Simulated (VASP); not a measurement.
Here is a VASP 6.6.1 calculation.

Contents of INCAR:

```
SYSTEM = SiO2
PREC = Accurate
ENCUT = 520
EDIFF = 1E-6
ISMEAR = 0
SIGMA = 0.02
LREAL = Auto
LASPH = .True.
NELM = 60
ALGO = Normal
ISIF = 2
LWAVE = .False.
LCHARG = .False.
NBANDS = 82
```

Contents of KPOINTS:

```
regular mesh
0
Gamma
  4 4 4
  0 0 0
```

File POSCAR:

```
SiO2
1.0
   -4.7211275622      4.7211275622      4.7211275622
    4.7211275622     -4.7211275622      4.7211275622
    4.7211275622      4.7211275622     -4.7211275622
Si O
8 16
Direct
    0.3138485120      0.3138485120      0.3138485120
    0.0000000000      0.3138485120      0.0000000000
    0.0000000000      0.0000000000      0.3138485120
    0.3138485120      0.0000000000      0.0000000000
    0.0000000000      0.0000000000      0.6861514880
    0.6861514880      0.0000000000      0.0000000000
    0.0000000000      0.6861514880      0.0000000000
    0.6861514880      0.6861514880      0.6861514880
    0.5000000000      0.5000000000      0.5000000000
    0.0000000000      0.5000000000      0.0000000000
    0.0000000000      0.0000000000      0.5000000000
    0.5000000000      0.0000000000      0.0000000000
    0.1958181437      0.1958181437      0.3916362874
    0.1958181437      0.3916362874      0.1958181437
    0.8041818563      0.0000000000      0.1958181437
    0.0000000000      0.8041818563      0.1958181437
    0.3916362874      0.1958181437      0.1958181437
    0.1958181437      0.8041818563      0.0000000000
    0.8041818563      0.1958181437      0.0000000000
    0.1958181437      0.0000000000      0.8041818563
    0.6083637126      0.8041818563      0.8041818563
    0.8041818563      0.6083637126      0.8041818563
    0.0000000000      0.1958181437      0.8041818563
    0.8041818563      0.8041818563      0.6083637126
```

Potentials or basis: VASP PAW LDA potentials, release 64 (Si, O).

Run with:

```sh
$ cat potpaw_LDA.64/Si/POTCAR potpaw_LDA.64/O/POTCAR > POTCAR
$ mpirun -np 1 vasp_std > vasp.out
```

(1) Predict the band gap on the k mesh.

(2) What does it give for the pressure?

Answers

(1) 5.19 eV.

(2) 16.1 GPa.

Caveat: the cell stands under pressure.
